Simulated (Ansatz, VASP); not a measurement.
Two plane-wave programs on N

```
N
1.0
     4.12027   -0.01604    0.02364
    -0.01604    4.04451    0.05240
     0.03075    0.06815    5.35048
N
4
Direct
  0.93525 0.91329 0.99003
  0.57444 0.38570 0.53444
  0.11397 0.11083 0.98519
  0.37634 0.59018 0.49034
```

Change from the starting cell: all atoms moved at random, sigma 0.1 Å a component, cell strained at random, sigma 0.01.

Alike in both runs: task single point; functional PBE; dispersion D3(BJ); k mesh 6 × 6 × 4; occupations gaussian, width 0.05 eV; no spin polarisation.

|  | VASP | Ansatz |
| --- | --- | --- |
| version | VASP 6.6.1 | Ansatz 0.2.0 |
| potentials or method | VASP PAW PBE potentials, release 64 (N), cutoff 520 eV | scalar-relativistic, plane waves, PAW |
| valence electrons in the cell | 20 | 20 |

```tsv
	VASP	Ansatz	Ansatz less VASP
gap on the k mesh at the Fermi level (eV)	6.30	6.34	+0.042
least direct gap on the mesh (eV)	6.48	6.52	+0.043
pressure (GPa)	-2.8	-4.4	-1.60
traceless stress, the component that is largest in VASP (GPa)	13.82	12.14	-1.678
rms of the force components (eV/Å)	4.084	3.869	-0.2146
```

Atom by atom the forces differ by 0.944 eV/Å (rms over components).

Noted on VASP's run: the standard files for N, O and F lose accuracy on very short bonds.
